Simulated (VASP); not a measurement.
# Te2Mo in VASP: further runs

The runs below take Te2Mo through single point, with PBE+D3(BJ).

Everything below comes from runs of VASP 6.6.1. Logs are shortened: lines on timing, memory, paths and dates and some standing lists are left out, and cuts for length are marked.

**1. The cell of the first run**

The cell holds a slab with vacuum, 6 atoms: a = 3.504 Å, b = 3.504 Å, c = 24.768 Å, α = 90.00°, β = 90.00°, γ = 120.00°.

**2. Single point, PBE+D3(BJ)**

File INCAR:

```
SYSTEM = Te2Mo
PREC     = Accurate       ! precision mode
ENCUT    = 520            ! plane-wave cutoff, eV
EDIFF    = 1E-6           ! SCF threshold, eV
ISMEAR   = 0              ! smearing method
SIGMA    = 0.05           ! smearing width, eV
LREAL    = .FALSE.        ! projectors in reciprocal space
LASPH    = .TRUE.         ! aspherical terms in the spheres
NELM     = 100            ! most SCF steps
ALGO     = Normal         ! electronic algorithm
ISIF     = 2              ! what is computed and relaxed
LWAVE    = .FALSE.        ! write WAVECAR
LCHARG   = .FALSE.        ! write CHGCAR
LDIPOL   = .TRUE.       
IDIPOL   = 3            
DIPOL    = 0.5 0.5 0.406
GGA      = PE             ! functional
IVDW     = 12             ! dispersion correction
NBANDS   = 35             ! bands
```

File KPOINTS:

```
Automatic mesh
0
G
  9 9 1
  0 0 0
```

File POSCAR:

```
Te2Mo
1.0
    3.5038816881      0.0000000000      0.0000000000
   -1.7519408440      3.0344505538      0.0000000000
    0.0000000000      0.0000000000     24.7677198395
Te Mo
4 2
Direct
    0.3333333333      0.6666666667      0.1816881017
    0.3333333333      0.6666666667      0.3284056818
    0.3333333333      1.0000000000      0.4830424438
    0.3333333333      1.0000000000      0.6297600240
    0.6666666667      0.3333333333      0.2550468917
    0.6666666667      0.6666666667      0.5564012339
```

Potentials or basis: VASP PAW PBE potentials, release 64 (Te, Mo_sv).

The run is started by

```
cat potpaw_PBE.64/Te/POTCAR potpaw_PBE.64/Mo_sv/POTCAR > POTCAR
mpirun -np 1 vasp_std > vasp.out
```

OUTCAR:

```text
SYSTEM = Te2Mo
   PREC = Accurate
   ENCUT = 520
   EDIFF = 1E-6
   ISMEAR = 0
   LREAL = .FALSE.
   LASPH = .TRUE.
   NELM = 100
   ISIF = 2
   GGA = PE
   IVDW = 12
 IVDW          = 12

 ion  position               nearest neighbor table
   1  0.333  0.667  0.182-   5 2.72   5 2.72   5 2.72   2 3.63
   2  0.333  0.667  0.328-   5 2.72   5 2.72   5 2.72   1 3.63
   3  0.333  0.000  0.483-   6 2.72   6 2.72   6 2.72   4 3.63
   4  0.333  0.000  0.630-   6 2.72   6 2.72   6 2.72   3 3.63
   5  0.667  0.333  0.255-   1 2.72   1 2.72   1 2.72   2 2.72   2 2.72   2 2.72
   6  0.667  0.667  0.556-   3 2.72   4 2.72   3 2.72   4 2.72   3 2.72   4 2.72

  LATTYP: Found a hexagonal cell.
 ALAT       =     3.5038816881
 C/A-ratio  =     7.0686518679

  Lattice vectors:

 A1 = (   3.5038816881,   0.0000000000,   0.0000000000)
 A2 = (  -1.7519408440,   3.0344505538,   0.0000000000)
 A3 = (   0.0000000000,   0.0000000000,  24.7677198395)

Analysis of symmetry for initial positions (statically):
=====================================================================
 Subroutine PRICEL returns:
 Original cell was already a primitive cell.

 Routine SETGRP: Setting up the symmetry group for a
 hexagonal supercell.

 Subroutine GETGRP returns: Found  2 space group operations
 (whereof  1 operations were pure point group operations)
 out of a pool of 24 trial point group operations.

The static configuration has the point symmetry C_1 .
 The point group associated with its full space group is C_2 .

Analysis of symmetry for dynamics (positions and initial velocities):
=====================================================================
 Subroutine PRICEL returns:
 Original cell was already a primitive cell.

 Routine SETGRP: Setting up the symmetry group for a
 hexagonal supercell.

 Subroutine GETGRP returns: Found  2 space group operations
 (whereof  1 operations were pure point group operations)
 out of a pool of 24 trial point group operations.

The dynamic configuration has the point symmetry C_1 .
 The point group associated with its full space group is C_2 .

 Subroutine INISYM returns: Found  2 space group operations
 (whereof  1 operations are pure point group operations),
 and found     1 'primitive' translations

----------------------------------------------------------------------------------------

                                     Primitive cell

  volume of cell :     263.3392

  direct lattice vectors                    reciprocal lattice vectors
     3.503881688  0.000000000  0.000000000     0.285397764  0.164774476  0.000000000
    -1.751940844  3.034450554  0.000000000     0.000000000  0.329548952  0.000000000
     0.000000000  0.000000000 24.767719839     0.000000000  0.000000000  0.040375134

  length of vectors
     3.503881688  3.503881688 24.767719839     0.329548952  0.329548952  0.040375134

  position of ions in fractional coordinates (direct lattice)
     0.333333333  0.666666667  0.181688102
     0.333333333  0.666666667  0.328405682
     0.333333333  0.000000000  0.483042444
     0.333333333  0.000000000  0.629760024
     0.666666667  0.333333333  0.255046892
     0.666666667  0.666666667  0.556401234

  ion indices of the primitive-cell ions
   primitive index   ion index
                 1           1
                 2           2
                 3           3
                 4           4
                 5           5
                 6           6

----------------------------------------------------------------------------------------

 KPOINTS: Automatic mesh

Automatic generation of k-mesh.
 Grid dimensions read from file:
 generate k-points for:    9    9    1

 Generating k-lattice:

  Cartesian coordinates                     Fractional coordinates (reciprocal lattice)
     0.031710863  0.018308275  0.000000000     0.111111111  0.000000000  0.000000000
     0.000000000  0.036616550  0.000000000     0.000000000  0.111111111  0.000000000
     0.000000000  0.000000000  0.040375134     0.000000000  0.000000000  1.000000000

  Length of vectors
     0.036616550  0.036616550  0.040375134

  Shift w.r.t. Gamma in fractional coordinates (k-lattice)
     0.000000000  0.000000000  0.000000000

 Subroutine IBZKPT returns following result:
 ===========================================

 Found     25 irreducible k-points:

 Following reciprocal coordinates:
            Coordinates               Weight
  0.000000  0.000000  0.000000      1.000000
  0.111111  0.000000  0.000000      2.000000
  0.000000  0.111111  0.000000      4.000000
  0.222222 -0.000000  0.000000      2.000000
  0.000000  0.222222  0.000000      4.000000
  0.333333  0.000000  0.000000      2.000000
[... 16 lines left out ...]
 -0.222222 -0.444444  0.000000      4.000000
  0.444444  0.333333  0.000000      4.000000
   k-points           NKPTS =     25   k-points in BZ     NKDIM =     25   number of bands    NBANDS=     35
   number of dos      NEDOS =    301   number of ions     NIONS =      6
   total plane-waves  NPLWV = 150528
   dimension x,y,z NGX =    28 NGY =   28 NGZ =  192
   dimension x,y,z NGXF=    56 NGYF=   56 NGZF=  384
   ions per type =               4   2
   NGX,Y,Z   is equivalent  to a cutoff of  13.28, 13.28, 12.89 a.u.
   NGXF,Y,Z  is equivalent  to a cutoff of  26.57, 26.57, 25.77 a.u.
 SYSTEM =  Te2Mo
   PREC   = accura    normal or accurate (medium, high low for compatibility)
   ISTART =      0    job   : 0-new  1-cont  2-samecut
   ICHARG =      2    charge: 1-file 2-atom 10-const
   ISPIN  =      1    spin polarized calculation?
   LNONCOLLINEAR =      F non collinear calculations
   LSORBIT =      F    spin-orbit coupling
   LASPH  =      T    aspherical Exc in radial PAW
   ENCUT  =  520.0 eV  38.22 Ry    6.18 a.u.   6.51  6.51 46.05*2*pi/ulx,y,z
   NELM   =    100;   NELMIN=  2; NELMDL= -5     # of ELM steps
   EDIFF  = 0.1E-05   stopping-criterion for ELM
   LREAL  =      F    real-space projection
   EDIFFG = 0.1E-04   stopping-criterion for IOM
   NSW    =      0    number of steps for IOM
   IBRION =     -1    ionic relax: 0-MD 1-quasi-New 2-CG
   NFREE  =      0    steps in history (QN), initial steepest desc. (CG)
   ISIF   =      2    stress and relaxation
   ISYM   =      2    0-nonsym 1-usesym 2-fastsym
   POTIM  = 0.5000    time-step for ionic-motion
   TEBEG  =    0.0;   TEEND  =   0.0 temperature during run
   PSTRESS=    0.0 pullay stress
   NELECT =      52.0000    total number of electrons
   NUPDOWN=      -1.0000    fix difference up-down
   EMIN   =  10.00;   EMAX   =-10.00  energy-range for DOS
   EFERMI =   0.00;   METHOD = LEGACY
   ISMEAR =     0;   SIGMA  =   0.05  broadening in eV -4-tet -1-fermi 0-gaus
   EFERMI_NEDOS =   21; number of points for ismear=-14 and -15
   IALGO  =     38    algorithm
   IMIX   =      4    mixing-type and parameters
     AMIX     =   0.40;   BMIX     =  1.00
     AMIX_MAG =   1.60;   BMIX_MAG =  1.00
  volume/ion in A,a.u.               =      43.89       296.18
  Fermi-wavevector in a.u.,A,eV,Ry     =   0.953317  1.801508 12.365161  0.908814
  Thomas-Fermi vector in A             =   2.081961
   LORBIT       =      0    0 simple, 1 ext, 2 COOP (PROOUT), +10 PAW based schemes
   GGA     = PE    functional components
   LHFCALC =     F    Hartree Fock is set to
   AEXX    =    0.0000 exact exchange contribution
   IVDW    =    12    specifies the selected vdW correction
   LEPSILON=     F    determine dielectric tensor
   LRPA    =     F    only Hartree local field effects (RPA)
 non-spin polarized calculation
 Gauss-broadening in eV      SIGMA  =   0.05
  energy-cutoff  :      520.00
  volume of cell :      263.34
 maximum number of plane-waves:      7173
 NGX is ok and might be reduce to    28
   NGX = 13   NGY = 13   NGZ = 93

 dipolmoment           0.000000      0.000000      0.000014 electrons x Angstroem

 number of electron      51.9999999 magnetization

 dipolmoment           0.000000      0.000000     -0.000004 electrons x Angstroem

 Free energy of the ion-electron system (eV)
  ---------------------------------------------------
  ext. energy  EPLUGINS =         0.00000000
  ---------------------------------------------------
  free energy    TOTEN  =       -35.99279164 eV

  energy without entropy =      -35.99279164  energy(sigma->0) =      -35.99279164

 E-fermi :   2.7921     XC(G=0):  -6.4410

 val. band max:        2.4849322185   @ k =   0.3333   0.3333   0.0000
 cond. band min:       3.6208149007   @ k =   0.2222   0.2222   0.0000
 fundamental gap:      1.1358826822
 Fermi energy:         2.7920969143

 k-point     1 :       0.0000    0.0000    0.0000
  band No.  band energies     occupation
      1     -58.1837      2.00000
      2     -58.1837      2.00000
      3     -32.3611      2.00000
      4     -32.3610      2.00000
      5     -32.2168      2.00000
      6     -32.2168      2.00000
[... 27 lines left out ...]
     34       5.9710      0.00000
     35       6.6475      0.00000

 k-point     2 :       0.1111    0.0000    0.0000
  band No.  band energies     occupation
      1     -58.1825      2.00000
      2     -58.1825      2.00000
      3     -32.3576      2.00000
      4     -32.3576      2.00000
      5     -32.2322      2.00000
      6     -32.2322      2.00000
[... 27 lines left out ...]
     34       5.8215      0.00000
     35       6.8876      0.00000

 k-point     3 :       0.0000    0.1111    0.0000
  band No.  band energies     occupation
      1     -58.1825      2.00000
      2     -58.1825      2.00000
      3     -32.3576      2.00000
      4     -32.3576      2.00000
      5     -32.2327      2.00000
      6     -32.2323      2.00000
[... 27 lines left out ...]
     34       5.8143      0.00000
     35       6.8894      0.00000
[... 723 lines left out ...]
 k-point    23 :      -0.2222   -0.4444    0.0000
  band No.  band energies     occupation
      1     -58.1728      2.00000
      2     -58.1727      2.00000
      3     -32.3319      2.00000
      4     -32.3318      2.00000
      5     -32.3289      2.00000
      6     -32.3285      2.00000
[... 27 lines left out ...]
     34       6.4245      0.00000
     35       7.1613      0.00000

 k-point    24 :       0.4444    0.3333    0.0000
  band No.  band energies     occupation
      1     -58.1728      2.00000
      2     -58.1727      2.00000
      3     -32.3318      2.00000
      4     -32.3315      2.00000
      5     -32.3292      2.00000
      6     -32.3284      2.00000
[... 27 lines left out ...]
     34       6.4533      0.00000
     35       7.1482      0.00000

 [... further k-points ...]

------------------------ aborting loop because EDIFF is reached ----------------------------------------

 vacuum level on the upper side and lower side of the slab       (xc-potential included)        -0.163        -0.164

 Edisp (eV)   -2.71954

 E8    (eV) :    -1.2870

  FORCE on cell =-STRESS in cart. coord.  units (eV):
  Direction    XX          YY          ZZ          XY          YZ          ZX
  --------------------------------------------------------------------------------------
  -------------------------------------------------------------------------------------
  Total      -0.22838    -0.16985    -0.36333    -0.05069     0.23499    -0.13567
  in kB      -1.38949    -1.03337    -2.21055    -0.30841     1.42967    -0.82542
  external pressure =       -1.54 kB  Pullay stress =        0.00 kB

 VOLUME and BASIS-vectors are now :
 -----------------------------------------------------------------------------
  energy-cutoff  :      520.00
  volume of cell :      263.34
      direct lattice vectors                 reciprocal lattice vectors
     3.503881688  0.000000000  0.000000000     0.285397764  0.164774476  0.000000000
    -1.751940844  3.034450554  0.000000000     0.000000000  0.329548952  0.000000000
     0.000000000  0.000000000 24.767719839     0.000000000  0.000000000  0.040375134

 POSITION                                       TOTAL-FORCE (eV/Angst)
 -----------------------------------------------------------------------------------
     -0.00000      2.02297      4.50000         0.000642      0.001708     -0.002150
     -0.00000      2.02297      8.13386         0.021866     -0.041187      0.067768
      1.16796      0.00000     11.96386        -0.024736      0.039530     -0.067768
      1.16796      0.00000     15.59772         0.001801     -0.000298      0.002150
      1.75194      1.01148      6.31693         0.007536     -0.012559      0.009316
      1.16796      2.02297     13.78079        -0.007109      0.012806     -0.009316
 -----------------------------------------------------------------------------------
    total drift:                                0.000419      0.000250     -0.000124

  FREE ENERGIE OF THE ION-ELECTRON SYSTEM (eV)
  ---------------------------------------------------
  free  energy   TOTEN  =       -38.7123272506 eV

  energy  without entropy=      -38.7123272506  energy(sigma->0) =      -38.71232725

 vacuum level on the upper side and lower side of the slab         7.182         7.182
```

Wall time 3.1 min (1 thread of Intel Xeon 6975P-C (Granite Rapids), shared host); peak memory 0.48 GiB.

Results:

| Item | Value |
| --- | --- |
| Free energy | -38.7123 eV |
| Largest force | 0.082 eV/Å |
| Band gap on the k mesh | 1.14 eV, indirect (least direct gap 1.17 eV) |
| Dispersion energy per atom | -0.453 eV |

Forces on the atoms (eV/Å):
```
Te   0.001  0.002 -0.002
Te   0.022 -0.041  0.068
Te  -0.025  0.040 -0.068
Te   0.002  0.000  0.002
Mo   0.008 -0.013  0.009
Mo  -0.007  0.013 -0.009
```

Levels at points of the mesh, in eV from the valence-band top:
```csv
k point,band 23,band 24,band 25,band 26,band 27,band 28,band 29,band 30
"(0.00, 0.00, 0.00)",-0.84,-0.84,-0.72,-0.25,3.16,3.16,3.20,3.20
```

Caveat: spin-orbit coupling is left out, which moves the levels of the heavy elements.

**3. Single point, PBE+D3(BJ)**

File INCAR:

```
  PREC = Accurate
  ENCUT = 520
  EDIFF = 1E-6
  ISMEAR = 0
  SIGMA = 0.05
  LREAL = F
  LASPH = T
  NELM = 60
  ALGO = Normal
  ISIF = 2
  LWAVE = F
  LCHARG = T
  LDIPOL = T
  IDIPOL = 3
  DIPOL = 0.5 0.5 0.406
  GGA = PE
  IVDW = 12
  LELF = T
  LVHAR = T
  LVACPOTAV = T
  NBANDS = 35
```

File KPOINTS:

```
regular mesh
0
Gamma
  9 9 1
```

File POSCAR:

```
Te2Mo
1.0
    3.5038816881      0.0000000000      0.0000000000
   -1.7519408440      3.0344505538      0.0000000000
    0.0000000000      0.0000000000     24.7677198395
Te Mo
4 2
Direct
    0.3333333333      0.6666666667      0.1816881017
    0.3333333333      0.6666666667      0.3284056818
    0.3333333333      0.8333333333      0.4830424438
    0.3333333333      0.8333333333      0.6297600240
    0.6666666667      0.3333333333      0.2550468917
    0.6666666667      0.5000000000      0.5564012339
```

Potentials or basis: VASP PAW PBE potentials, release 64 (Te, Mo_sv).

The run is started by

```
cat potpaw_PBE.64/Te/POTCAR potpaw_PBE.64/Mo_sv/POTCAR > POTCAR
mpirun -np 1 vasp_std > vasp.out
```

It took 3.3 min on 1 thread of Intel Xeon 6975P-C (Granite Rapids), shared host; peak memory 0.47 GiB.

It converged, with:

- Free energy: -38.6728 eV
- Largest force: 0.054 eV/Å
- Band gap on the k mesh: 1.12 eV, indirect (least direct gap 1.15 eV)
- Dispersion energy per atom: -0.453 eV

Forces in eV/Å, atoms in the order of the input:
```
Te   0.000  0.001 -0.003
Te   0.024 -0.043 -0.022
Te  -0.025  0.042  0.022
Te   0.001 -0.001  0.003
Mo   0.008 -0.013 -0.011
Mo  -0.008  0.013  0.011
```

Levels at points of the mesh, in eV from the valence-band top:
```tsv
k point	band 24	band 25	band 26	band 27	band 28	band 29
(0.00, 0.00, 0.00)	-0.84	-0.74	-0.24	3.13	3.15	3.19
```

Caveat: spin-orbit coupling is left out, which moves the levels of the heavy elements.
